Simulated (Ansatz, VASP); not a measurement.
**One calculation of Ba2SeS, two programs**

```xyz
4
Lattice="2.2654 1.3079 7.4002 -2.2654 1.3079 7.4002 0.0000 -2.6158 7.4002" Properties=species:S:1:pos:R:3 pbc="T T T"
S     2.2654    1.3079    7.4002
Se    0.0000    0.0000   11.1003
Ba    0.0000    0.0000    5.6113
Ba    0.0000    0.0000   16.5892
```

Alike in both runs: task single point; functional PBE; k mesh 6 × 6 × 6; no spin polarisation.

```csv
,VASP,Ansatz
version,VASP 6.6.1,Ansatz 0.2.0
potentials or method,"VASP PAW PBE potentials, release 64 (S, Se, Ba_sv)","plane waves, PAW"
plane-wave cutoff (eV),520,420
occupations,"gaussian, width 0.01 eV",fixed
valence electrons in the cell,32,42
```

VASP gave:

| Quantity | Value |
| --- | --- |
| gap on the k mesh at the Fermi level (eV) | 1.88 |
| pressure (GPa) | 3.4 |
| rms of the force components (eV/Å) | 0.009 |

What did Ansatz give for the same quantities?

gap on the k mesh at the Fermi level (eV): 1.98; pressure (GPa): 2.8; rms of the force components (eV/Å): 0.009.

Atom by atom the forces differ by 0.000 eV/Å (rms over components). VASP's potentials hold 32 valence electrons a cell and Ansatz's 42, so a difference there can come from the potentials and not from the codes.

Neither program's run includes spin-orbit coupling.
